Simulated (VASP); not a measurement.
# AlAu2 (I4/mmm) in VASP: a series of runs, part 2 of 2

VASP 6.6.1. Earlier steps stand in the parts before.

## (3) Single point, LDA

This run uses another cell than the first one, of 15.52 Å³/atom.

INCAR

```
PREC = Accurate ; ENCUT = 520
EDIFF = 1E-6 ; ISMEAR = 0
SIGMA = 0.15 ; LREAL = False
LASPH = True ; NELM = 100
ALGO = Fast ; ISIF = 2
LWAVE = False ; LCHARG = False
GGA = CA ; NBANDS = 20
```

KPOINTS

```
Automatic mesh
0
Gamma
  16 16 16
```

POSCAR

```
AlAu2
1.0
   -1.6853500000      1.6853500000      4.0978500000
    1.6853500000     -1.6853500000      4.0978500000
    1.6853500000      1.6853500000     -4.0978500000
Al Au
1 2
Direct
    0.0000000000      0.0000000000      0.0000000000
    0.6570428093      0.6570428093      0.0000000000
    0.3429571907      0.3429571907      0.0000000000
```

Potentials or basis: VASP PAW LDA potentials, release 64 (Al, Au).

On the command line:

```console
$ cat potpaw_LDA.64/Al/POTCAR potpaw_LDA.64/Au/POTCAR > POTCAR
$ mpirun -np 1 vasp_std > vasp.out
```

OUTCAR:

```text
PREC = Accurate
   ENCUT = 520
   EDIFF = 1E-6
   ISMEAR = 0
   LREAL = False
   LASPH = True
   NELM = 100
   ISIF = 2
   GGA = CA

 ion  position               nearest neighbor table
   1  0.000  0.000  0.000-   2 2.71   2 2.71   2 2.71   3 2.71   2 2.71   3 2.71   3 2.71   3 2.71
                             2 2.81   3 2.81
   2  0.657  0.657  0.000-   3 2.57   1 2.71   1 2.71   1 2.71   1 2.71   1 2.81   3 2.83   3 2.83
                             3 2.83   3 2.83
   3  0.343  0.343  0.000-   2 2.57   1 2.71   1 2.71   1 2.71   1 2.71   1 2.81   2 2.83   2 2.83
                             2 2.83   2 2.83

  LATTYP: Found a body centered tetragonal cell.
 ALAT       =     3.3707000000
 C/A-ratio  =     2.4314534073

  Lattice vectors:

 A1 = (  -1.6853500000,   1.6853500000,   4.0978500000)
 A2 = (   1.6853500000,  -1.6853500000,   4.0978500000)
 A3 = (   1.6853500000,   1.6853500000,  -4.0978500000)

Analysis of symmetry for initial positions (statically):
=====================================================================
 Subroutine PRICEL returns:
 Original cell was already a primitive cell.

 Routine SETGRP: Setting up the symmetry group for a
 body centered tetragonal supercell.

 Subroutine GETGRP returns: Found 16 space group operations
 (whereof 16 operations were pure point group operations)
 out of a pool of 16 trial point group operations.

The static configuration has the point symmetry D_4h.

Analysis of symmetry for dynamics (positions and initial velocities):
=====================================================================
 Subroutine PRICEL returns:
 Original cell was already a primitive cell.

 Routine SETGRP: Setting up the symmetry group for a
 body centered tetragonal supercell.

 Subroutine GETGRP returns: Found 16 space group operations
 (whereof 16 operations were pure point group operations)
 out of a pool of 16 trial point group operations.

The dynamic configuration has the point symmetry D_4h.

 Subroutine INISYM returns: Found 16 space group operations
 (whereof 16 operations are pure point group operations),
 and found     1 'primitive' translations

----------------------------------------------------------------------------------------

                                     Primitive cell

  volume of cell :      46.5582

  direct lattice vectors                    reciprocal lattice vectors
    -1.685350000  1.685350000  4.097850000     0.000000000  0.296674281  0.122015203
     1.685350000 -1.685350000  4.097850000     0.296674281  0.000000000  0.122015203
     1.685350000  1.685350000 -4.097850000     0.296674281  0.296674281  0.000000000

  length of vectors
     4.740588979  4.740588979  4.740588979     0.320785503  0.320785503  0.419560792

  position of ions in fractional coordinates (direct lattice)
     0.000000000  0.000000000  0.000000000
     0.657042809  0.657042809  0.000000000
     0.342957191  0.342957191  0.000000000

  ion indices of the primitive-cell ions
   primitive index   ion index
                 1           1
                 2           2
                 3           3

----------------------------------------------------------------------------------------

 KPOINTS: Automatic mesh

Automatic generation of k-mesh.
 Grid dimensions read from file:
 generate k-points for:   16   16   16

 Generating k-lattice:

  Cartesian coordinates                     Fractional coordinates (reciprocal lattice)
     0.000000000  0.018542143  0.007625950     0.062500000  0.000000000  0.000000000
     0.018542143  0.000000000  0.007625950     0.000000000  0.062500000  0.000000000
     0.018542143  0.018542143  0.000000000     0.000000000  0.000000000  0.062500000

  Length of vectors
     0.020049094  0.020049094  0.026222550

  Shift w.r.t. Gamma in fractional coordinates (k-lattice)
     0.000000000  0.000000000  0.000000000

 Subroutine IBZKPT returns following result:
 ===========================================

 Found    349 irreducible k-points:

 Following reciprocal coordinates:
            Coordinates               Weight
  0.000000  0.000000  0.000000      1.000000
  0.062500  0.000000  0.000000      8.000000
  0.125000  0.000000  0.000000      8.000000
  0.187500  0.000000  0.000000      8.000000
  0.250000  0.000000  0.000000      8.000000
  0.312500  0.000000  0.000000      8.000000
[... 16 lines left out ...]
 -0.125000  0.062500  0.000000     16.000000
 -0.062500  0.062500  0.000000      4.000000
 [... further k-points ...]
   k-points           NKPTS =    349   k-points in BZ     NKDIM =    349   number of bands    NBANDS=     20
   number of dos      NEDOS =    301   number of ions     NIONS =      3
   total plane-waves  NPLWV =  46656
   dimension x,y,z NGX =    36 NGY =   36 NGZ =   36
   dimension x,y,z NGXF=    72 NGYF=   72 NGZF=   72
   ions per type =               1   2
   NGX,Y,Z   is equivalent  to a cutoff of  12.62, 12.62, 12.62 a.u.
   NGXF,Y,Z  is equivalent  to a cutoff of  25.25, 25.25, 25.25 a.u.
 SYSTEM =  unknown system
   PREC   = accura    normal or accurate (medium, high low for compatibility)
   ISTART =      0    job   : 0-new  1-cont  2-samecut
   ICHARG =      2    charge: 1-file 2-atom 10-const
   ISPIN  =      1    spin polarized calculation?
   LNONCOLLINEAR =      F non collinear calculations
   LSORBIT =      F    spin-orbit coupling
   LASPH  =      T    aspherical Exc in radial PAW
   ENCUT  =  520.0 eV  38.22 Ry    6.18 a.u.   8.81  8.81  8.81*2*pi/ulx,y,z
   NELM   =    100;   NELMIN=  2; NELMDL= -5     # of ELM steps
   EDIFF  = 0.1E-05   stopping-criterion for ELM
   LREAL  =      F    real-space projection
   EDIFFG = 0.1E-04   stopping-criterion for IOM
   NSW    =      0    number of steps for IOM
   IBRION =     -1    ionic relax: 0-MD 1-quasi-New 2-CG
   NFREE  =      0    steps in history (QN), initial steepest desc. (CG)
   ISIF   =      2    stress and relaxation
   ISYM   =      2    0-nonsym 1-usesym 2-fastsym
   POTIM  = 0.5000    time-step for ionic-motion
   TEBEG  =    0.0;   TEEND  =   0.0 temperature during run
   PSTRESS=    0.0 pullay stress
   NELECT =      25.0000    total number of electrons
   NUPDOWN=      -1.0000    fix difference up-down
   EMIN   =  10.00;   EMAX   =-10.00  energy-range for DOS
   EFERMI =   0.00;   METHOD = LEGACY
   ISMEAR =     0;   SIGMA  =   0.15  broadening in eV -4-tet -1-fermi 0-gaus
   EFERMI_NEDOS =   21; number of points for ismear=-14 and -15
   IALGO  =     68    algorithm
   IMIX   =      4    mixing-type and parameters
     AMIX     =   0.40;   BMIX     =  1.00
     AMIX_MAG =   1.60;   BMIX_MAG =  1.00
  volume/ion in A,a.u.               =      15.52       104.73
  Fermi-wavevector in a.u.,A,eV,Ry     =   1.330626  2.514519 24.090015  1.770566
  Thomas-Fermi vector in A             =   2.459699
   LORBIT       =      0    0 simple, 1 ext, 2 COOP (PROOUT), +10 PAW based schemes
   GGA     = CA    functional components
   LHFCALC =     F    Hartree Fock is set to
   AEXX    =    0.0000 exact exchange contribution
   IVDW    =     0    specifies the selected vdW correction
   LEPSILON=     F    determine dielectric tensor
   LRPA    =     F    only Hartree local field effects (RPA)
 non-spin polarized calculation
 RMM-DIIS sequential band-by-band and
 Gauss-broadening in eV      SIGMA  =   0.15
  energy-cutoff  :      520.00
  volume of cell :       46.56
 maximum number of plane-waves:      1269
   NGX = 17   NGY = 17   NGZ = 17

 number of electron      24.9999999 magnetization

 Free energy of the ion-electron system (eV)
  ---------------------------------------------------
  ext. energy  EPLUGINS =         0.00000000
  ---------------------------------------------------
  free energy    TOTEN  =       -14.08946896 eV

  energy without entropy =      -14.08161043  energy(sigma->0) =      -14.08553970

 E-fermi :  10.3513     XC(G=0): -12.5457

 val. band max:       10.3497472393   @ k =  -0.3750   0.5000   0.3125
 cond. band min:      10.3546567626   @ k =   0.3750   0.1250   0.1250
 fundamental gap:      0.0049095233
 Fermi energy:        10.3512617971

 k-point     1 :       0.0000    0.0000    0.0000
  band No.  band energies     occupation
      1      -1.0540      2.00000
      2       3.5214      2.00000
      3       3.7689      2.00000
      4       4.4678      2.00000
      5       4.7838      2.00000
      6       4.9503      2.00000
[... 12 lines left out ...]
     19      17.7229      0.00000
[... 513 lines left out ...]
      4       4.3437      2.00000
      5       4.5834      2.00000
      6       4.7002      2.00000
[... 12 lines left out ...]
     19      18.2957      0.00000
     20      20.0768      0.00000

 [... further k-points ...]
[... 5 lines left out ...]
  --------------------------------------------------------------------------------------
  -------------------------------------------------------------------------------------
  Total        0.5357865      0.5357865      3.8121422      0.0000000      0.0000000     -0.0000000
  in kB       18.4376724     18.4376724    131.1847676      0.0000000      0.0000000     -0.0000000
  external PRESSURE =      56.0200375 kB  Pullay stress =       0.0000000 kB

 VOLUME and BASIS-vectors are now :
 -----------------------------------------------------------------------------
  energy-cutoff  :      520.00
  volume of cell :       46.56
      direct lattice vectors                 reciprocal lattice vectors
    -1.685350000  1.685350000  4.097850000     0.000000000  0.296674281  0.122015203
     1.685350000 -1.685350000  4.097850000     0.296674281  0.000000000  0.122015203
     1.685350000  1.685350000 -4.097850000     0.296674281  0.296674281  0.000000000

 POSITION                                       TOTAL-FORCE (eV/Angst)
 -----------------------------------------------------------------------------------
      0.00000      0.00000      0.00000         0.000000      0.000000     -0.000000
      0.00000      0.00000      5.38493        -0.000000     -0.000000      1.060652
      0.00000      0.00000      2.81077         0.000000      0.000000     -1.060652
 -----------------------------------------------------------------------------------
    total drift:                                0.000000      0.000000     -0.000000

  FREE ENERGIE OF THE ION-ELECTRON SYSTEM (eV)
  ---------------------------------------------------
  free  energy   TOTEN  =       -14.0894689644 eV

  energy  without entropy=      -14.0816104332  energy(sigma->0) =      -14.08553970
```

Wall time 3 min (1 thread of Intel Xeon 6975P-C (Granite Rapids), shared host); peak memory 0.4 GiB.

Results:

| Quantity | Value |
| --- | --- |
| Free energy | -14.0895 eV |
| Pressure | 5.6 GPa |
| Largest force | 1.061 eV/Å |
| Band gap on the k mesh | zero (an odd number of electrons rules out a gap without spin polarisation) |

Forces in eV/Å, atoms in the order of the input:
```
Al   0.000  0.000  0.000
Au   0.000  0.000  1.061
Au   0.000  0.000 -1.061
```

Levels at points of the mesh, in eV from the Fermi level:
```
           k point  band 11  band 12  band 13  band 14  band 15  band 16
(0.00, 0.00, 0.00)    -3.49    -0.34     2.64     5.90     5.90     6.54
(0.50, 0.00, 0.00)    -3.25    -3.14    -1.96     2.46     7.35     7.63
(0.50, 0.50, 0.00)    -3.32    -1.67     0.96     1.11     2.10     2.24
(0.50, 0.50, 0.50)    -3.47    -2.64     2.18     2.18     6.76     7.42
```

Caveat: the cell stands under pressure; spin-orbit coupling is left out, which moves the levels of the heavy elements; forces of over 1 eV/Å act on the atoms, so gaps and moduli don't describe the material at rest.

## (4) Single point, LDA

This run uses another cell than the first one, of 15.54 Å³/atom.

INCAR

```
SYSTEM = AlAu2
ALGO     = Fast           ! electronic algorithm
EDIFF    = 1E-6           ! SCF threshold, eV
ENCUT    = 520            ! plane-wave cutoff, eV
GGA      = CA             ! functional
ISIF     = 2              ! what is computed and relaxed
ISMEAR   = 0              ! smearing method
LASPH    = .TRUE.         ! aspherical terms in the spheres
LCHARG   = .FALSE.        ! write CHGCAR
LREAL    = .FALSE.        ! projectors in reciprocal space
LWAVE    = .FALSE.        ! write WAVECAR
NBANDS   = 20             ! bands
NELM     = 80             ! most SCF steps
PREC     = Accurate       ! precision mode
SIGMA    = 0.15           ! smearing width, eV
```

KPOINTS

```
k-points
0
G
  16 16 16
  0 0 0
```

POSCAR

```
AlAu2
1.0
   -1.6193000000      1.6193000000      4.4441500000
    1.6193000000     -1.6193000000      4.4441500000
    1.6193000000      1.6193000000     -4.4441500000
Al Au
1 2
Direct
    0.0000000000      0.0000000000      0.0000000000
    0.6570428093      0.6570428093      0.0000000000
    0.3429571907      0.3429571907      0.0000000000
```

On the command line:

```console
$ cat potpaw_LDA.64/Al/POTCAR potpaw_LDA.64/Au/POTCAR > POTCAR
$ mpirun -np 1 vasp_std > vasp.out
```

It took 4.2 min on 1 thread of Intel Xeon 6975P-C (Granite Rapids), shared host; peak memory 0.43 GiB.

Results (log left out):

```yaml
Free_energy: -14.1573 eV
Pressure: 2.2 GPa
Largest_force: 0.358 eV/Å
Band_gap_on_the_k_mesh: zero (an odd number of electrons rules out a gap without spin polarisation)
```

Forces in eV/Å, atoms in the order of the input:
```
Al   0.000  0.000  0.000
Au   0.000  0.000 -0.358
Au   0.000  0.000  0.358
```

Stress tensor (GPa, compression positive):
```
 3.67  0.00  0.00
 0.00  3.67  0.00
 0.00  0.00 -0.72
```

Levels at points of the mesh, in eV from the Fermi level:
| k point | band 10 | band 11 | band 12 | band 13 | band 14 | band 15 |
| --- | --- | --- | --- | --- | --- | --- |
| (0.00, 0.00, 0.00) | -5.02 | -3.70 | -1.74 | 0.40 | 6.11 | 6.11 |
| (0.50, 0.00, 0.00) | -3.59 | -3.34 | -3.13 | -2.48 | 1.56 | 7.51 |
| (0.50, 0.50, 0.00) | -3.48 | -3.09 | -1.15 | 0.57 | 1.25 | 2.01 |
| (0.50, 0.50, 0.50) | -3.70 | -3.70 | -3.08 | 3.03 | 3.03 | 5.81 |

Caveat: spin-orbit coupling is left out, which moves the levels of the heavy elements.

## (5) Summary

| cell | gap on the mesh (eV) | pressure (GPa) | largest force (eV/Å) |
| --- | --- | --- | --- |
| a = 4.908 Å, angles 141.1, 141.1, 56.2°, 3 atoms | none | 3.8 | 0.07 |
| a = 4.741 Å, angles 138.3, 138.3, 60.4°, 3 atoms | none | 5.6 | 1.06 |
| a = 4.999 Å, angles 142.2, 142.2, 54.5°, 3 atoms | none | 2.2 | 0.36 |

Alike in all rows: task single point; level LDA; potentials or basis VASP PAW LDA potentials, release 64 (Al, Au); no spin polarisation; k mesh 16 × 16 × 16; cutoff (eV) 520; smearing gaussian 0.15 eV.

Caveats: spin-orbit coupling is left out, which moves the levels of the heavy elements; the cell stands under pressure (at least some runs); forces of over 1 eV/Å act on the atoms, so gaps and moduli don't describe the material at rest (at least some runs).

Absolute energies hang on the potentials; compare differences alone.
